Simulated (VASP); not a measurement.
# CuO (Cccm) in VASP: a series of runs, part 2 of 2

VASP 6.6.1. Earlier steps stand in the parts before.

## Step 4: Single point, PBEsol (uniaxial strain along c: -4.0 %, then relaxed in part)

INCAR

```
PREC = Accurate ; ENCUT = 520
EDIFF = 1E-6 ; ISMEAR = 0
SIGMA = 0.1 ; LREAL = False
LASPH = True ; NELM = 100
ALGO = Normal ; ISIF = 2
LWAVE = False ; LCHARG = True
GGA = PS ; LELF = True
LVHAR = True ; NBANDS = 44
```

KPOINTS

```
Automatic mesh
0
Gamma
  10 10 8
```

POSCAR

```
CuO
1.0
    4.1700838121      0.0000000000      0.0000000000
    0.0000000000      4.1712560125      0.0000000000
    0.0000000000      0.0000000000      4.8885742330
Cu O
4 4
Direct
    0.2500000000      0.2500000000      0.5000000000
    0.2500000000      0.7500000000      0.0000000000
    0.7500000000      0.7500000000      0.5000000000
    0.7500000000      0.2500000000      0.0000000000
    0.5000000000      0.0000000000      0.7500000000
    0.5000000000      0.0000000000      0.2500000000
    0.0000000000      0.5000000000      0.7500000000
    0.0000000000      0.5000000000      0.2500000000
```

Potentials or basis: VASP PAW PBE potentials, release 64 (Cu, O).

Started as:

```console
cat potpaw_PBE.64/Cu/POTCAR potpaw_PBE.64/O/POTCAR > POTCAR
mpirun -np 1 vasp_std > vasp.out
```

OUTCAR:

```text
PREC = Accurate
   ENCUT = 520
   EDIFF = 1E-6
   ISMEAR = 0
   LREAL = False
   LASPH = True
   NELM = 100
   ISIF = 2
   GGA = PS

 ion  position               nearest neighbor table
   1  0.250  0.250  0.500-   5 1.92   6 1.92   7 1.92   8 1.92
   2  0.250  0.750  0.000-   5 1.92   6 1.92   7 1.92   8 1.92
   3  0.750  0.750  0.500-   5 1.92   6 1.92   7 1.92   8 1.92
   4  0.750  0.250  0.000-   5 1.92   6 1.92   7 1.92   8 1.92
   5  0.500  0.000  0.750-   1 1.92   2 1.92   3 1.92   4 1.92
   6  0.500  0.000  0.250-   1 1.92   2 1.92   3 1.92   4 1.92
   7  0.000  0.500  0.750-   1 1.92   2 1.92   3 1.92   4 1.92
   8  0.000  0.500  0.250-   1 1.92   2 1.92   3 1.92   4 1.92

  LATTYP: Found a simple orthorhombic cell.
 ALAT       =     4.1700838121
 B/A-ratio  =     1.0002810976
 C/A-ratio  =     1.1722963982

  Lattice vectors:

 A1 = (   4.1700838121,   0.0000000000,   0.0000000000)
 A2 = (   0.0000000000,   4.1712560125,   0.0000000000)
 A3 = (   0.0000000000,   0.0000000000,   4.8885742330)

Analysis of symmetry for initial positions (statically):
=====================================================================
 Subroutine PRICEL returns following result:

  LATTYP: Found a base centered orthorhombic cell.
 ALAT       =     4.1700838121
 B/A-ratio  =     1.0002810976
 C/A-ratio  =     1.1722963982

  Lattice vectors:

 A1 = (   2.0850419060,  -2.0856280062,   0.0000000000)
 A2 = (   2.0850419060,   2.0856280062,   0.0000000000)
 A3 = (   0.0000000000,   0.0000000000,   4.8885742330)

   2 primitive cells build up your supercell.

 Routine SETGRP: Setting up the symmetry group for a
 simple orthorhombic supercell.

[... 154 lines left out ...]
   IMIX   =      4    mixing-type and parameters
     AMIX     =   0.40;   BMIX     =  1.00
     AMIX_MAG =   1.60;   BMIX_MAG =  1.00
  volume/ion in A,a.u.               =      10.63        71.73
  Fermi-wavevector in a.u.,A,eV,Ry     =   1.519544  2.871521 31.416029  2.309013
  Thomas-Fermi vector in A             =   2.628515
   LORBIT       =      0    0 simple, 1 ext, 2 COOP (PROOUT), +10 PAW based schemes
   GGA     = PS    functional components
   LHFCALC =     F    Hartree Fock is set to
   AEXX    =    0.0000 exact exchange contribution
   IVDW    =     0    specifies the selected vdW correction
   LEPSILON=     F    determine dielectric tensor
   LRPA    =     F    only Hartree local field effects (RPA)
 non-spin polarized calculation
 Gauss-broadening in eV      SIGMA  =   0.10
  energy-cutoff  :      520.00
  volume of cell :       85.03
 maximum number of plane-waves:      2306
 NGX is ok and might be reduce to    32
   NGX = 15   NGY = 15   NGZ = 19

 number of electron      67.9999995 magnetization

 Free energy of the ion-electron system (eV)
  ---------------------------------------------------
  ext. energy  EPLUGINS =         0.00000000
  ---------------------------------------------------
  free energy    TOTEN  =       -42.85009256 eV

  energy without entropy =      -42.82852717  energy(sigma->0) =      -42.83930987

 E-fermi :   5.3549     XC(G=0): -11.8070

 val. band max:        5.3548678653   @ k =   0.3000   0.4000   0.1250
 cond. band min:       5.3562075548   @ k =   0.3000   0.3000   0.1250
 fundamental gap:      0.0013396894
 Fermi energy:         5.3549452403

 k-point     1 :       0.0000    0.0000    0.0000
  band No.  band energies     occupation
      1     -14.9596      2.00000
      2     -13.7907      2.00000
      3     -13.2599      2.00000
      4     -13.0751      2.00000
      5      -3.3734      2.00000
      6      -1.8958      2.00000
[... 1117 lines left out ...]
     43      15.2090      0.00000
     44      15.2090      0.00000

 [... further k-points ...]

------------------------ aborting loop because EDIFF is reached ----------------------------------------

  FORCE on cell =-STRESS in cart. coord.  units (eV):
  Direction    XX          YY          ZZ          XY          YZ          ZX
  --------------------------------------------------------------------------------------
  -------------------------------------------------------------------------------------
  Total        0.3755035      0.3734830      5.7125360     -0.0000000      0.0000000      0.0000000
  in kB        7.0750691      7.0369997    107.6330601     -0.0000000      0.0000000      0.0000000
  external PRESSURE =      40.5817096 kB  Pullay stress =       0.0000000 kB

 VOLUME and BASIS-vectors are now :
 -----------------------------------------------------------------------------
  energy-cutoff  :      520.00
  volume of cell :       85.03
      direct lattice vectors                 reciprocal lattice vectors
     4.170083812  0.000000000  0.000000000     0.239803334  0.000000000  0.000000000
     0.000000000  4.171256012  0.000000000     0.000000000  0.239735945  0.000000000
     0.000000000  0.000000000  4.888574233     0.000000000  0.000000000  0.204558620

 POSITION                                       TOTAL-FORCE (eV/Angst)
 -----------------------------------------------------------------------------------
      1.04252      1.04281      2.44429        -0.000000     -0.000000     -0.000000
      1.04252      3.12844      0.00000         0.000000      0.000000      0.000000
      3.12756      3.12844      2.44429         0.000000      0.000000     -0.000000
      3.12756      1.04281      0.00000         0.000000      0.000000     -0.000000
      2.08504      0.00000      3.66643         0.000000      0.000000      0.000000
      2.08504      0.00000      1.22214         0.000000      0.000000     -0.000000
      0.00000      2.08563      3.66643         0.000000      0.000000     -0.000000
      0.00000      2.08563      1.22214         0.000000      0.000000      0.000000
 -----------------------------------------------------------------------------------
    total drift:                                0.000000     -0.000000      0.000000

  FREE ENERGIE OF THE ION-ELECTRON SYSTEM (eV)
  ---------------------------------------------------
  free  energy   TOTEN  =       -42.8500925631 eV

  energy  without entropy=      -42.8285271739  energy(sigma->0) =      -42.83930987
```

stdout:

```text
POSCAR found type information on POSCAR CuO
 POSCAR found :  2 types and       8 ions
 scaLAPACK will be used
 -----------------------------------------------------------------------------
|                                                                             |
|                                                                             |
|     You enforced a specific xc type in the INCAR file but a different       |
|     I HOPE YOU KNOW WHAT YOU ARE DOING!                                     |
|                                                                             |
 -----------------------------------------------------------------------------

 LDA part: xc-table for (Slater+PW92), standard interpolation
 POSCAR, INCAR and KPOINTS ok, starting setup
 FFT: planning ... GRIDC
 FFT: planning ... GRID_SOFT
 FFT: planning ... GRID
 WAVECAR not read
 entering main loop
```

It took 8.9 min on 1 thread of Intel Xeon 6975P-C (Granite Rapids), shared host; peak memory 0.55 GiB.

Results:

```
Free energy            : -42.8501 eV
Pressure               : 4.1 GPa
Band gap on the k mesh : zero (bands 34 and 35 overlap by 1.27 eV)
```

Stress tensor (GPa, compression positive):
```
 0.71  0.00  0.00
 0.00  0.70  0.00
 0.00  0.00 10.76
```

Levels at points of the mesh, in eV from the Fermi level:
```csv
k point,band 30,band 31,band 32,band 33,band 34,band 35,band 36,band 37,band 38,band 39
"(0.00, 0.00, 0.00)",-1.86,-1.69,-1.38,-1.38,0.75,0.75,1.13,1.43,1.49,5.87
"(0.50, 0.00, 0.00)",-2.07,-1.85,-1.85,-0.52,-0.52,0.67,0.67,3.74,3.74,5.84
"(0.00, 0.50, 0.00)",-2.07,-1.85,-1.85,-0.52,-0.52,0.67,0.67,3.74,3.74,5.84
"(0.50, 0.50, 0.00)",-1.73,-1.68,-1.68,0.25,0.25,0.53,0.53,3.82,3.82,5.76
"(0.00, 0.00, 0.50)",-1.77,-1.63,-1.63,-0.62,-0.62,0.08,0.08,3.42,3.42,3.64
"(0.50, 0.00, 0.50)",-1.97,-1.97,-1.97,-0.53,-0.53,-0.53,-0.53,4.73,4.73,4.73
"(0.00, 0.50, 0.50)",-1.97,-1.97,-1.97,-0.53,-0.53,-0.53,-0.53,4.73,4.73,4.73
"(0.50, 0.50, 0.50)",-2.21,-1.98,-1.98,-0.22,-0.22,0.73,0.73,4.23,4.23,5.97
```

Caveat: the cell differs from its parent crystal (uniaxial strain along c: -4.0 %, then relaxed in part); the stress differs along the axes, from 1 to 11 GPa; the PAW data sets were made with another functional, which shifts forces and pressure a little; semilocal functionals often make such compounds metallic where correlation or magnetic order opens a gap, which also shifts bond lengths.

## Step 5: Overview

| cell | gap on the mesh (eV) | pressure (GPa) |
| --- | --- | --- |
| a = 4.085, b = 4.101, c = 5.296 Å, 8 atoms | none | -7.3 |
| a = 4.085, b = 4.101, c = 5.398 Å, 8 atoms | none | -10.5 |
| a = 4.170, b = 4.171, c = 4.889 Å, 8 atoms | none | 4.1 |

Alike in all rows: task single point; level PBEsol; potentials or basis VASP PAW PBE potentials, release 64 (Cu, O); no spin polarisation; k mesh 10 × 10 × 8; cutoff (eV) 520; smearing gaussian 0.1 eV.

Caveats: the PAW data sets were made with another functional, which shifts forces and pressure a little; semilocal functionals often make such compounds metallic where correlation or magnetic order opens a gap, which also shifts bond lengths; the stress differs along the axes, from -13 to -5 GPa (at least some runs); the stress differs along the axes, from -18 to -6 GPa (at least some runs); the stress differs along the axes, from 1 to 11 GPa (at least some runs).

Total energies depend on the potentials used, so only differences within one code and one set of settings carry meaning.
